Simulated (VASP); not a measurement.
# SiC (R3m) in VASP: a series of runs, part 2 of 2

VASP 6.6.1.

**5. Single point, PBE (atom 1 (Si) moved +0.120 Å towards its neighbour atom 5 (C) at 1.896 Å)**

Contents of INCAR:

```
  ALGO = Normal
  EDIFF = 1E-7
  ENCUT = 520
  GGA = PE
  ISIF = 2
  ISMEAR = 0
  LASPH = True
  LCHARG = True
  LELF = True
  LREAL = False
  LVHAR = True
  LWAVE = False
  NBANDS = 26
  NELM = 80
  PREC = Accurate
  SIGMA = 0.05
```

Contents of KPOINTS:

```
k-points
0
Gamma
  6 6 6
```

Contents of POSCAR:

```
SiC
1.0
    4.3797281854      0.0000000000      0.0000000000
    0.0000000000     -4.3797281854      0.0000000000
    0.0000000000      0.0000000000     -4.3797281854
Si C
4 4
Direct
   -0.0158187973     -0.0158187973     -0.0158187973
    0.5000000000      0.5000000000      0.0000000000
    0.5000000000      0.0000000000      0.5000000000
    0.0000000000      0.5000000000      0.5000000000
    0.7500000000      0.7500000000      0.7500000000
    0.2500000000      0.2500000000      0.7500000000
    0.2500000000      0.7500000000      0.2500000000
    0.7500000000      0.2500000000      0.2500000000
```

Potentials or basis: VASP PAW PBE potentials, release 64 (Si, C).

Launch:

```sh
> cat potpaw_PBE.64/Si/POTCAR potpaw_PBE.64/C/POTCAR > POTCAR
> mpirun -np 1 vasp_std > vasp.out
```

OUTCAR:

```text
EDIFF = 1E-7
   ENCUT = 520
   GGA = PE
   ISIF = 2
   ISMEAR = 0
   LASPH = True
   LREAL = False
   NELM = 80
   PREC = Accurate

 ion  position               nearest neighbor table
   1  0.984  0.984  0.984-   5 1.78   6 1.94   7 1.94   8 1.94   3 3.00   4 3.00   2 3.00   2 3.10
                             2 3.10   4 3.10   3 3.10   4 3.10   3 3.10
   2  0.500  0.500  0.000-   5 1.90   6 1.90   7 1.90   8 1.90   1 3.00   3 3.10   4 3.10   3 3.10
                             4 3.10   3 3.10   3 3.10   4 3.10   4 3.10   1 3.10   1 3.10
   3  0.500  0.000  0.500-   5 1.90   6 1.90   7 1.90   8 1.90   1 3.00   2 3.10   4 3.10   2 3.10
                             2 3.10   4 3.10   2 3.10   4 3.10   4 3.10   1 3.10   1 3.10
   4  0.000  0.500  0.500-   5 1.90   6 1.90   7 1.90   8 1.90   1 3.00   2 3.10   3 3.10   2 3.10
                             3 3.10   2 3.10   3 3.10   2 3.10   3 3.10   1 3.10   1 3.10
   5  0.750  0.750  0.750-   1 1.78   2 1.90   3 1.90   4 1.90
   6  0.250  0.250  0.750-   2 1.90   3 1.90   4 1.90   1 1.94
   7  0.250  0.750  0.250-   2 1.90   3 1.90   4 1.90   1 1.94
   8  0.750  0.250  0.250-   2 1.90   3 1.90   4 1.90   1 1.94

  LATTYP: Found a simple cubic cell.
 ALAT       =     4.3797281854

[... 196 lines left out ...]
 cond. band min:       9.1411800694   @ k =   0.0000   0.0000   0.0000
 fundamental gap:      1.1093416564
 Fermi energy:         8.3108097437

 k-point     1 :       0.0000    0.0000    0.0000
  band No.  band energies     occupation
      1      -7.3693      2.00000
      2      -2.6822      2.00000
      3      -2.2794      2.00000
      4      -2.2794      2.00000
      5       0.1735      2.00000
      6       0.1735      2.00000
[... 685 lines left out ...]
     25      16.6041      0.00000
     26      16.7388      0.00000

 [... further k-points ...]
[... 5 lines left out ...]
  --------------------------------------------------------------------------------------
  -------------------------------------------------------------------------------------
  Total        0.2672415      0.2672415      0.2672415     -0.7535127      0.7535127     -0.7535127
  in kB        5.0965121      5.0965121      5.0965121    -14.3700966     14.3700966    -14.3700966
  external PRESSURE =       5.0965121 kB  Pullay stress =       0.0000000 kB

 VOLUME and BASIS-vectors are now :
 -----------------------------------------------------------------------------
  energy-cutoff  :      520.00
  volume of cell :       84.01
      direct lattice vectors                 reciprocal lattice vectors
     4.379728185  0.000000000  0.000000000     0.228324672  0.000000000  0.000000000
     0.000000000 -4.379728185  0.000000000     0.000000000 -0.228324672  0.000000000
     0.000000000  0.000000000 -4.379728185     0.000000000  0.000000000 -0.228324672

 POSITION                                       TOTAL-FORCE (eV/Angst)
 -----------------------------------------------------------------------------------
      4.31045     -4.31045     -4.31045         2.019777     -2.019777     -2.019777
      2.18986     -2.18986      0.00000        -0.363320      0.363320     -0.313141
      2.18986      0.00000     -2.18986        -0.363320     -0.313141      0.363320
      0.00000     -2.18986     -2.18986         0.313141      0.363320      0.363320
      3.28480     -3.28480     -3.28480        -0.993564      0.993564      0.993564
      1.09493     -1.09493     -3.28480        -0.310038      0.310038     -0.007364
      1.09493     -3.28480     -1.09493        -0.310038     -0.007364      0.310038
      3.28480     -1.09493     -1.09493         0.007364      0.310038      0.310038
 -----------------------------------------------------------------------------------
    total drift:                               -0.000031      0.000031      0.000030

  FREE ENERGIE OF THE ION-ELECTRON SYSTEM (eV)
  ---------------------------------------------------
  free  energy   TOTEN  =       -60.0454655579 eV

  energy  without entropy=      -60.0454655579  energy(sigma->0) =      -60.04546556
```

stdout:

```text
POSCAR found type information on POSCAR SiC
 POSCAR found :  2 types and       8 ions
 scaLAPACK will be used
 LDA part: xc-table for (Slater+PW92), standard interpolation
 POSCAR, INCAR and KPOINTS ok, starting setup
 FFT: planning ... GRIDC
 FFT: planning ... GRID_SOFT
 FFT: planning ... GRID
 WAVECAR not read
 entering main loop
```

Wall time 40 s (1 thread of Intel Xeon 6975P-C (Granite Rapids), shared host); peak memory 0.22 GiB.

What came out:

```
Free energy            : -60.0455 eV
Pressure               : 0.5 GPa
Largest force          : 3.498 eV/Å
Band gap on the k mesh : 1.11 eV
```

Forces on the atoms (eV/Å):
```
Si   2.020 -2.020 -2.020
Si  -0.363  0.363 -0.313
Si  -0.363 -0.313  0.363
Si   0.313  0.363  0.363
C   -0.994  0.994  0.994
C   -0.310  0.310 -0.007
C   -0.310 -0.007  0.310
C    0.007  0.310  0.310
```

Stress tensor (GPa, compression positive):
```
 0.51 -1.44 -1.44
-1.44  0.51  1.44
-1.44  1.44  0.51
```

Levels at points of the mesh, in eV from the valence-band top:
```tsv
k point	band 13	band 14	band 15	band 16	band 17	band 18	band 19	band 20
(0.00, 0.00, 0.00)	-3.17	-0.23	0.00	0.00	1.11	1.11	1.59	4.15
(0.50, 0.00, 0.00)	-2.18	-2.13	-1.89	-1.78	3.82	3.96	4.97	5.18
(0.50, 0.50, 0.00)	-1.47	-1.38	-1.23	-0.98	5.13	5.35	5.40	5.56
(0.50, 0.50, 0.50)	-1.10	-1.08	-0.83	-0.83	5.08	5.20	5.20	5.22
```

Caveat: the cell differs from its parent crystal (atom 1 (Si) moved +0.120 Å towards its neighbour atom 5 (C) at 1.896 Å); forces of over 1 eV/Å act on the atoms, so gaps and moduli don't describe the material at rest.

**6. Single point, PBE (atom 1 (Si) moved -0.080 Å towards its neighbour atom 5 (C) at 1.896 Å)**

Contents of INCAR:

```
PREC = Accurate
ENCUT = 520
EDIFF = 1E-6
ISMEAR = 0
SIGMA = 0.05
LREAL = False
LASPH = True
NELM = 100
ALGO = Normal
ISIF = 2
LWAVE = False
LCHARG = False
GGA = PE
NBANDS = 26
```

Contents of KPOINTS:

```
Automatic mesh
0
Gamma
  6 6 6
```

POSCAR, as its differences from that of step 5:

```diff
@@ -8,3 +8,3 @@
 Direct
-   -0.0158187973     -0.0158187973     -0.0158187973
+    0.0105458649      0.0105458649      0.0105458649
     0.5000000000      0.5000000000      0.0000000000
```

Potentials or basis: VASP PAW PBE potentials, release 64 (Si, C).

Launch:

```sh
> cat potpaw_PBE.64/Si/POTCAR potpaw_PBE.64/C/POTCAR > POTCAR
> mpirun -np 1 vasp_std > vasp.out
```

Wall time 31 s (1 thread of Intel Xeon 6975P-C (Granite Rapids), shared host); peak memory 0.22 GiB.

It converged, with:

* Free energy: -60.1700 eV
* Pressure: 0.1 GPa
* Largest force: 1.785 eV/Å
* Band gap on the k mesh: 0.99 eV

Forces on the atoms (eV/Å):
```
Si  -1.031  1.031  1.031
Si   0.249 -0.249  0.208
Si   0.249  0.208 -0.249
Si  -0.208 -0.249 -0.249
C    0.346 -0.346 -0.346
C    0.215 -0.215  0.034
C    0.215  0.034 -0.215
C   -0.034 -0.215 -0.215
```

Stress tensor (GPa, compression positive):
```
 0.14  0.52  0.52
 0.52  0.14 -0.52
 0.52 -0.52  0.14
```

Levels at points of the mesh, in eV from the valence-band top:
| k point | band 12 | band 13 | band 14 | band 15 | band 16 | band 17 | band 18 | band 19 | band 20 | band 21 |
| --- | --- | --- | --- | --- | --- | --- | --- | --- | --- | --- |
| (0.00, 0.00, 0.00) | -3.28 | -3.18 | -0.17 | -0.17 | 0.00 | 1.00 | 1.37 | 1.37 | 4.14 | 4.14 |
| (0.50, 0.00, 0.00) | -3.45 | -2.18 | -2.11 | -1.96 | -1.87 | 3.80 | 3.95 | 4.98 | 5.15 | 6.08 |
| (0.50, 0.50, 0.00) | -4.24 | -1.49 | -1.32 | -1.24 | -1.14 | 5.18 | 5.33 | 5.36 | 5.51 | 8.39 |
| (0.50, 0.50, 0.50) | -1.19 | -1.19 | -1.08 | -1.08 | -0.86 | 5.15 | 5.15 | 5.16 | 5.19 | 6.83 |

Caveat: the cell differs from its parent crystal (atom 1 (Si) moved -0.080 Å towards its neighbour atom 5 (C) at 1.896 Å); forces of over 1 eV/Å act on the atoms, so gaps and moduli don't describe the material at rest.
